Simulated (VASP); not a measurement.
A run of VASP 6.6.1 is set up as follows.

INCAR

```
ALGO = Normal
EDIFF = 1E-7
ENCUT = 520
GGA = PS
ISIF = 2
ISMEAR = -1
LASPH = True
LCHARG = True
LELF = True
LREAL = False
LVHAR = True
LWAVE = False
NBANDS = 32
NELM = 80
PREC = Accurate
SIGMA = 0.1
```

File KPOINTS:

```
k-points
0
Gamma
  13 13 4
```

Contents of POSCAR:

```
Cd
1.0
    3.1975349917      0.0000000000      0.0000000000
   -1.5987674958      2.7691465323      0.0000000000
    0.0000000000      0.0000000000     10.1810564701
Cd
4
Direct
    1.0000000000      0.0000000000      0.0000000000
    1.0000000000      0.0000000000      0.5000000000
    0.3333333333      0.6666666667      0.2500000000
    0.6666666667      0.3333333333      0.7500000000
```

Potentials or basis: VASP PAW PBE potentials, release 64 (Cd).

Command:

```console
$ cat potpaw_PBE.64/Cd/POTCAR > POTCAR
$ mpirun -np 1 vasp_std > vasp.out
```

Task: Predict the pressure.

Result: -3.2 GPa.

Task: Estimate the band gap on the k mesh.

Result: Zero (band 24 reaches 3.98 eV, above the bottom of band 25 at 1.35 eV).

Caveat: the PAW data sets were made with another functional, which shifts forces and pressure a little.
